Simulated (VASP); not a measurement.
Here is a VASP 6.6.1 calculation.

INCAR

```
  PREC = Accurate
  ENCUT = 600
  EDIFF = 1E-6
  ISMEAR = 0
  SIGMA = 0.1
  LREAL = F
  LASPH = T
  NELM = 60
  ALGO = Normal
  ISIF = 3
  LWAVE = F
  LCHARG = F
  GGA = PS
  IVDW = 12
  IBRION = 2
  NSW = 80
  EDIFFG = -0.01
```

File KPOINTS:

```
regular mesh
0
Gamma
  11 11 11
```

POSCAR

```
LuH2
1.0
    0.0000000000      2.5165000000      2.5165000000
    2.5165000000      0.0000000000      2.5165000000
    2.5165000000      2.5165000000      0.0000000000
Lu H
1 2
Direct
    0.0000000000      0.0000000000      0.0000000000
    0.2500000000      0.2500000000      0.2500000000
    0.7500000000      0.7500000000      0.7500000000
```

Potentials or basis: VASP PAW PBE potentials, release 64 (Lu, H).

Launch:

```sh
$ cat potpaw_PBE.64/Lu/POTCAR potpaw_PBE.64/H/POTCAR > POTCAR
$ mpirun -np 1 vasp_std > vasp.out
```

Problem. What does it give for the band gap on the k mesh?

Solution. Zero (an odd number of electrons rules out a gap without spin polarisation).

Problem. Predict the relaxed volume.

Solution. 9.89 Å³/atom.

Problem. What does it give for the relaxed cell?

Solution. a = 3.475 Å, b = 3.475 Å, c = 3.475 Å, α = 60.00°, β = 60.00°, γ = 60.00°.

Problem. Estimate the dispersion energy per atom.

Solution. -0.196 eV.

Step by step:
```tsv
step	energy change (eV)	largest force (eV/Å)	pressure (GPa)	volume (Å³)
1	0.0000	0.0000	-6.49	31.87
2	-0.0463	0.0000	-1.02	29.93
3	-0.0469	0.0000	0.24	29.60
4	-0.0469	0.0000	0.06	29.66
```

Caveat: the PAW data sets were made with another functional, which shifts forces and pressure a little; spin-orbit coupling is left out, which moves the levels of the heavy elements; an odd number of electrons without spin polarisation forces a metal; a magnetic or distorted state may lie lower.
